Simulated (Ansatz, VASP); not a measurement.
**Ta4C3: VASP beside Ansatz**

```
CELL_PARAMETERS angstrom
4.40260 0.00000 0.06604
0.00000 4.40260 0.00000
0.06604 0.00000 4.40260
ATOMIC_POSITIONS crystal
Ta 0.00000 0.50000 0.50000
Ta 0.50000 0.00000 0.50000
Ta 0.50000 0.50000 0.00000
Ta 0.00000 0.00000 0.00000
C 0.50000 0.00000 0.00000
C 0.00000 0.50000 0.00000
C 0.00000 0.00000 0.50000
```

Change from the starting cell: strain +0.0300 x Voigt [0, 0, 0, 0, 1, 0], atoms carried along.

Alike in both runs: task single point; functional PBEsol; k mesh 10 × 10 × 10; occupations gaussian, width 0.15 eV; no spin polarisation.

|  | VASP | Ansatz |
| --- | --- | --- |
| version | VASP 6.6.1 | Ansatz 0.2.0 |
| potentials or method | VASP PAW PBE potentials, release 64 (Ta_pv, C), cutoff 520 eV | scalar-relativistic, plane waves, PAW |
| valence electrons in the cell | 56 | 64 |

|  | VASP | Ansatz | Ansatz less VASP |
| --- | --- | --- | --- |
| gap on the k mesh at the Fermi level (eV) | none | none | - |
| pressure (GPa) | 0.8 | 0.1 | -0.69 |
| traceless stress, the component that is largest in VASP (GPa) | -3.59 | -3.61 | -0.017 |

VASP's potentials were made for PBE, not for PBEsol. A gap of «none» marks a metal or a gap that the smearing closes. The functional is the same, so the differences come from potentials, cutoffs and numerics. VASP's potentials hold 56 valence electrons a cell and Ansatz's 64, so a difference there can come from the potentials and not from the codes.

Spin-orbit coupling is off throughout.
